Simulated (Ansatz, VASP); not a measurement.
**BeS: VASP beside Ansatz**

File POSCAR:

```
BeS
1.0
    0.0000000000      2.4586492927      2.4152593665
    2.4586492927      0.0000000000      2.4152593665
    2.4586492927      2.4586492927      0.0000000000
Be S
1 1
Direct
    0.0000000000      0.0000000000      0.0000000000
    0.2500000000      0.2500000000      0.2500000000
```

The input INCAR.step1:

```
SYSTEM = BeS
PREC = Accurate
ENCUT = 520
ISMEAR = 0
SIGMA = 0.01
LREAL = .FALSE.
LASPH = .TRUE.
NELM = 80
NBANDS = 11
GGA = PE
ALGO = Normal
EDIFF = 1E-4
LWAVE = .TRUE.
LCHARG = .FALSE.
```

The input INCAR.step2:

```
SYSTEM = BeS
PREC = Accurate
ENCUT = 520
EDIFF = 1E-6
ISMEAR = 0
SIGMA = 0.01
LREAL = .FALSE.
LASPH = .TRUE.
NELM = 80
ALGO = Normal
ISIF = 2
LWAVE = .FALSE.
LCHARG = .FALSE.
METAGGA = R2SCAN
LMIXTAU = .TRUE.
NBANDS = 11
ISTART = 1
```

The input KPOINTS:

```
regular mesh
0
G
  10 10 10
  0 0 0
```

Input for Ansatz:

```yaml
crystal:
  lattice:
    - [0.0, 2.4586492927, 2.4152593665]
    - [2.4586492927, 0.0, 2.4152593665]
    - [2.4586492927, 2.4586492927, 0.0]
  atoms:
    - { symbol: Be, position: [0.0, 0.0, 0.0] }
    - { symbol: S, position: [0.25, 0.25, 0.25] }
kpoints:
  mp_grid: { grid: [10, 10, 10] }
  band_path:
    path:
      - [0.0, 0.0, 0.0]
      - [-0.5, -0.5, 0.0]
      - [-0.375, -0.375, 0.25]
      - [-0.375, 0.0, 0.375]
      - [0.0, 0.0, 0.5]
      - [-0.5, -0.25, 0.25]
      - [-0.0375, 0.0, 0.0375]
    npoints: 1
hamiltonian:
  xc: r2scan
scf:
  occupations: { method: fixed }
  n_extra_bands: 4
output:
  forces: true
  stress: true
  eigenvalues: true
```

Change from the starting cell: epitaxial_xy strain +1.0%.

Alike in both runs: task single point; functional r2SCAN; k mesh 10 × 10 × 10; no spin polarisation.

```csv
,VASP,Ansatz
version,VASP 6.6.1,Ansatz 0.2.0
potentials or method,"VASP PAW PBE potentials, release 64 (Be, S)","plane waves, PAW"
plane-wave cutoff (eV),520,500
occupations,"gaussian, width 0.01 eV",fixed
valence electrons in the cell,8,8
```

Ansatz gave:

| Quantity | Value |
| --- | --- |
| gap on the k mesh at the Fermi level (eV) | 3.46 |
| pressure (GPa) | -1.2 |
| traceless stress, the component that is largest in VASP (GPa) | 1.15 |

Task: What did VASP give for the same quantities?

Result: gap on the k mesh at the Fermi level (eV): 3.47; pressure (GPa): -0.9; traceless stress, the component that is largest in VASP (GPa): 1.13.

VASP's potentials were made for PBE, not for r2SCAN.
